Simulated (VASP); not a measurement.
K: single point with PBEsol

The system is K.

```
K
1.0
     4.88478    0.00000    0.00000
    -2.44239    4.23035    0.00000
     0.00000    0.00000   16.08226
K
4
Cartesian
  0.0000 0.0000 0.0000
  0.0000 2.8202 12.0617
  0.0000 0.0000 8.0411
  2.4424 1.4101 4.0206
```

```json
{"Program": "VASP 6.6.1", "Task": "single point", "Functional": "PBEsol", "Potentials or basis": "VASP PAW PBE potentials, release 64 (K_sv)", "Cutoff": "520 eV", "k mesh": "6 × 6 × 2", "Occupations": "methfessel-paxton, width 0.15 eV", "Spin": "no spin polarisation", "Dipole correction": "no", "Further INCAR settings": "ALGO = Normal; EDIFF = 1e-06; NBANDS = 26"}
```

The pressure is -0.4 GPa and the band gap on the k mesh is zero (band 18 reaches 0.48 eV, above the bottom of band 19 at -1.75 eV).

Stress tensor (GPa, compression positive):
```
-0.36  0.00  0.00
 0.00 -0.36  0.00
 0.00  0.00 -0.61
```

Levels at points of the mesh, in eV from the Fermi level:
| k point | band 14 | band 15 | band 16 | band 17 | band 18 | band 19 | band 20 | band 21 | band 22 | band 23 |
| --- | --- | --- | --- | --- | --- | --- | --- | --- | --- | --- |
| (0.00, 0.00, 0.00) | -15.58 | -15.58 | -15.58 | -1.98 | -1.33 | -1.33 | 0.30 | 0.50 | 2.62 | 2.63 |
| (0.50, 0.00, 0.00) | -15.59 | -15.59 | -15.58 | 0.16 | 0.23 | 0.65 | 0.65 | 0.79 | 0.80 | 1.78 |
| (0.00, 0.00, 0.50) | -15.58 | -15.58 | -15.58 | -1.81 | -1.81 | -0.58 | -0.58 | 1.51 | 1.51 | 3.60 |
| (0.50, 0.00, 0.50) | -15.59 | -15.59 | -15.59 | 0.28 | 0.28 | 0.38 | 0.38 | 1.22 | 1.22 | 1.42 |

It took 2.8 min on 1 thread of Oxide Virtual Turin-like Processor, with other jobs on the host, peak memory 0.37 GiB.

Caveat: the PAW data sets were made with another functional, which shifts forces and pressure a little.
